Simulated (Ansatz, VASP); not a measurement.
## One calculation of Fe, two programs

```xyz
1
Lattice="-1.4346 1.4346 1.4346 1.4346 -1.4346 1.4346 1.4346 1.4346 -1.4346" Properties=species:S:1:pos:R:3 pbc="T T T"
Fe    0.0000    0.0000    0.0000
```

Alike in both runs: task single point; functional r2SCAN; k mesh 15 × 15 × 15; occupations methfessel-paxton of order 1, width 0.01 eV; collinear spin.

|  | VASP | Ansatz |
| --- | --- | --- |
| version | VASP 6.6.1 | Ansatz 0.2.0 |
| potentials or method | VASP PAW PBE potentials, release 64 (Fe), cutoff 520 eV | plane waves (500 eV) with PAW, scalar-relativistic |
| valence electrons in the cell | 8 | 16 |

```csv
,VASP,Ansatz,Ansatz less VASP
pressure (GPa),-0.3,0.2,+0.42
net moment per atom (μB),2.67,2.68,+0.004
size of the moment on the site where the two differ most (μB),2.74,2.83,+0.088
```

VASP's potentials were made for PBE, not for r2SCAN. Site moments also hang on the region over which each program counts them. The functional is the same, so the differences come from potentials, cutoffs and numerics. VASP's potentials hold 8 valence electrons a cell and Ansatz's 16, so a difference there can come from the potentials and not from the codes. Ansatz's warnings: stability check not made.
